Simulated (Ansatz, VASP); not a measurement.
One calculation of CdS, two programs

```xyz
4
Lattice="4.1500 0.0000 0.0000 -2.0750 3.5940 0.0000 0.0000 0.0000 6.7370" Properties=species:S:1:pos:R:3 pbc="T T T"
Cd    2.0750    1.1980    3.3685
Cd    0.0000    2.3960    0.0000
S     2.0750    1.1980    5.8949
S     0.0000    2.3960    2.5264
```

Alike in both runs: functional RPBE; k mesh 4 × 4 × 3; occupations fermi-dirac, width 0.05 eV; no spin polarisation.

```csv
,VASP,Ansatz
version,VASP 6.6.1,Ansatz 0.2.0
potentials or method,"VASP PAW PBE potentials, release 64 (Cd, S)",Ansatz PAW
plane-wave cutoff (eV),520,420
valence electrons in the cell,36,52
task,single point,projected density of states
```

VASP gave:

* gap on the k mesh at the Fermi level (eV): 1.38
* least direct gap on the mesh (eV): 1.38
* pressure (GPa): 4.7
* traceless stress, the component that is largest in VASP (GPa): 0.32
* rms of the force components (eV/Å): 0.035

Problem. Which values does Ansatz return?

Solution. gap on the k mesh at the Fermi level (eV): 1.38; least direct gap on the mesh (eV): 1.38; pressure (GPa): 4.3; traceless stress, the component that is largest in VASP (GPa): 0.31; rms of the force components (eV/Å): 0.034.

VASP's potentials were made for PBE, not for RPBE. Atom by atom the forces differ by 0.001 eV/Å (rms over components). VASP's potentials hold 36 valence electrons a cell and Ansatz's 52, so a difference there can come from the potentials and not from the codes.

The k mesh is coarse, so the values compare programs but aren't converged. Noted on Ansatz's run: odd divisions of the mesh miss points on the zone boundary, where band edges often lie, so the gap on the mesh can be too wide.
